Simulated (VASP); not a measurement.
Here is a VASP 6.6.1 calculation.

Contents of INCAR:

```
SYSTEM = C
  ALGO = Normal
  EDIFF = 1E-6
  ENCUT = 520
  GGA = PE
  ISIF = 2
  ISMEAR = 0
  IVDW = 12
  LASPH = .True.
  LCHARG = .False.
  LREAL = .False.
  LWAVE = .False.
  NBANDS = 11
  NELM = 80
  PREC = Accurate
  SIGMA = 0.1
```

KPOINTS

```
k-points
0
Gamma
  24 24 14
  0 0 0
```

Contents of POSCAR:

```
C
1.0
    2.4647381471      0.0000000000      0.0000000000
   -1.2323690736      2.1345258491      0.0000000000
    0.0000000000      0.0000000000      3.7279605742
C
2
Direct
    0.3333333333      0.6666666667      0.0000000000
    0.6666666667      0.3333333333      0.0000000000
```

Potentials or basis: VASP PAW PBE potentials, release 64 (C).

Run with:

```bash
$ cat potpaw_PBE.64/C/POTCAR > POTCAR
$ mpirun -np 1 vasp_std > vasp.out
```

(1) Predict the pressure.

(2) What does it give for the dispersion energy per atom?

(3) Predict the band gap on the k mesh.

## Answers

(1) 0.2 GPa.

(2) -0.138 eV.

(3) zero (bands 4 and 5 overlap by 0.70 eV).

Caveat: the cell differs from its parent crystal (strain along c alone, the other axes held: +4.5 %).
